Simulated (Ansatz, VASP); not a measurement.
**Two plane-wave programs on CoO**

```
Co O
1.0
     3.00401    0.00000    0.00000
     0.00000    3.00401    0.00000
     0.00000    0.00000    4.24831
Co O
2 2
Direct
  0.00000 0.00000 0.00000
  0.50000 0.50000 0.50000
  0.00000 0.00000 0.50000
  0.50000 0.50000 0.00000
```

Alike in both runs: task single point; functional PBE; k mesh 12 × 12 × 8; occupations gaussian, width 0.1 eV; collinear spin.

|  | VASP | Ansatz |
| --- | --- | --- |
| version | VASP 6.6.1 | Ansatz 0.2.0 |
| potentials or method | VASP PAW PBE potentials, release 64 (Co, O), cutoff 520 eV | scalar-relativistic, plane waves, PAW |
| valence electrons in the cell | 30 | 46 |

|  | VASP | Ansatz | Ansatz less VASP |
| --- | --- | --- | --- |
| gap on the k mesh at the Fermi level (eV) | none | none | - |
| pressure (GPa) | -0.6 | 0.0 | +0.58 |
| net moment per atom (μB) | 1.45 | 1.47 | +0.016 |
| size of the moment on the site where the two differ most (μB) | 2.55 | 2.49 | -0.059 |

Site moments also hang on the region over which each program counts them. A gap of «none» marks a metal or a gap that the smearing closes. VASP's potentials hold 30 valence electrons a cell and Ansatz's 46, so a difference there can come from the potentials and not from the codes.
